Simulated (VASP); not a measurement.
Si2Ni:

```
Ni Si
1.0
     0.00000    2.68486    2.68486
     2.68486    0.00000    2.68486
     2.68486    2.68486    0.00000
Ni Si
1 2
Direct
  0.00000 0.00000 0.00000
  0.75000 0.75000 0.75000
  0.25000 0.25000 0.25000
```

Base run:

* Program: VASP 6.6.1
* Functional: PBE
* Potentials or basis: VASP PAW PBE potentials, release 64 (Ni, Si)
* Cutoff: 520 eV
* k mesh: 9 × 9 × 9
* Occupations: fermi-dirac, width 0.05 eV
* Spin: collinear spin, ferromagnetic start
* Starting moments: [1.0, 0.0, 0.0] μB

Its results: band gap on the k mesh zero (filled and empty bands overlap); pressure 7.0 GPa; net moment 0.00 μB per cell.

**Question.** The run is repeated on the same cell with these changes: functional from PBE to LDA; potentials or basis from VASP PAW PBE potentials, release 64 (Ni, Si) to VASP PAW LDA potentials, release 64 (Ni, Si). What comes out?

**Answer.** Band gap on the k mesh zero (filled and empty bands overlap); pressure -1.1 GPa; net moment 0.00 μB per cell.
